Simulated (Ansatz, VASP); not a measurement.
**Two plane-wave programs on SnO2**

```xyz
3
Lattice="1.5898 0.9179 4.9183 -1.5898 0.9179 4.9183 0.0000 -1.8357 4.9183" Properties=species:S:1:pos:R:3 pbc="T T T"
Sn    0.0000    0.0000    7.3774
O     0.0000    0.0000    3.4656
O     0.0000    0.0000   11.2891
```

Alike in both runs: task single point; functional PBE; k mesh 12 × 12 × 12; occupations gaussian, width 0.05 eV; no spin polarisation.

```csv
,VASP,Ansatz
version,VASP 6.6.1,Ansatz 0.2.0
potentials or method,"VASP PAW PBE potentials, release 64 (Sn_d, O), cutoff 520 eV","scalar-relativistic, plane waves, PAW"
valence electrons in the cell,26,26
```

Ansatz gave:

```
gap on the k mesh at the Fermi level (eV)                     : 2.36
least direct gap on the mesh (eV)                             : 2.58
pressure (GPa)                                                : 6.1
traceless stress, the component that is largest in VASP (GPa) : -3.37
rms of the force components (eV/Å)                            : 0.163
```

Task: Estimate VASP's values.

Result: gap on the k mesh at the Fermi level (eV): 2.34; least direct gap on the mesh (eV): 2.57; pressure (GPa): 6.8; traceless stress, the component that is largest in VASP (GPa): -3.76; rms of the force components (eV/Å): 0.192.

Atom by atom the forces differ by 0.030 eV/Å (rms over components).
